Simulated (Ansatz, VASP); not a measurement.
## Two plane-wave programs on Sr

```
Sr
1.0
     0.00000    3.01914    3.01914
     3.01914    0.00000    3.01914
     3.01914    3.01914    0.00000
Sr
1
Direct
  0.00000 0.00000 0.00000
```

Alike in both runs: task relaxation of cell and atoms; functional PBE; k mesh 12 × 12 × 12; occupations fermi-dirac, width 0.08 eV; no spin polarisation.

```csv
,VASP,Ansatz
version,VASP 6.6.1,Ansatz 0.2.0
potentials or method,"VASP PAW PBE potentials, release 64 (Sr_sv)","PAW with Ansatz's default frozen-core files, scalar-relativistic"
plane-wave cutoff (eV),600,420
valence electrons in the cell,10,10
```

```tsv
	VASP	Ansatz	Ansatz less VASP
relaxed volume (Å³/atom)	55.04	55.04	0.000
relaxed cell length with the largest relative difference (Å)	4.270	4.270	0.0000
```

Noted on VASP's run: the relaxation stopped at its first step, so nothing moved.
